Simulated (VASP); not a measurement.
TaO2, 6 atoms in the cell. The structure is tetragonal, space group P4_2/mnm (No. 136). Conventional cell: a = 5.090 Å, b = 5.090 Å, c = 2.697 Å, α = 90.00°, β = 90.00°, γ = 90.00°. Ta (site symmetry mmm) has 6 O at 2.04 to 2.06 Å and 2 Ta at 2.70 Å within 2.7 Å. Within 2.7 Å of O (site symmetry m2m) lie 3 Ta at 2.04 to 2.06 Å and 2 O at 2.70 Å.  This cell differs from its parent crystal: ratio of the length along z to the lengths across it x 0.92, volume and fractional coordinates fixed.

```yaml
Program: VASP 6.6.1
Task: single point
Functional: PBEsol
Potentials_or_basis: VASP PAW PBE potentials, release 64 (Ta_pv, O)
Cutoff: 520 eV
k_mesh: 12 × 12 × 18
Occupations: gaussian, width 0.15 eV
Spin: no spin polarisation
Dipole_correction: no
Further_INCAR_settings: ALGO = Normal; EDIFF = 1e-07; NBANDS = 32
```

Potentials or basis: VASP PAW PBE potentials, release 64 (Ta_pv, O).

Command:

```console
$ cat potpaw_PBE.64/Ta_pv/POTCAR potpaw_PBE.64/O/POTCAR > POTCAR
$ mpirun -np 1 vasp_std > vasp.out
```

Hardware: 1 thread of Oxide Virtual Turin-like Processor (shared host).

**Question.** How long does it take, and how much memory?

**Answer.** Run time: 18 min on 1 thread of Oxide Virtual Turin-like Processor, with other jobs on the host, peak memory 0.51 GiB. Counts: scf iterations 15, k points 280.
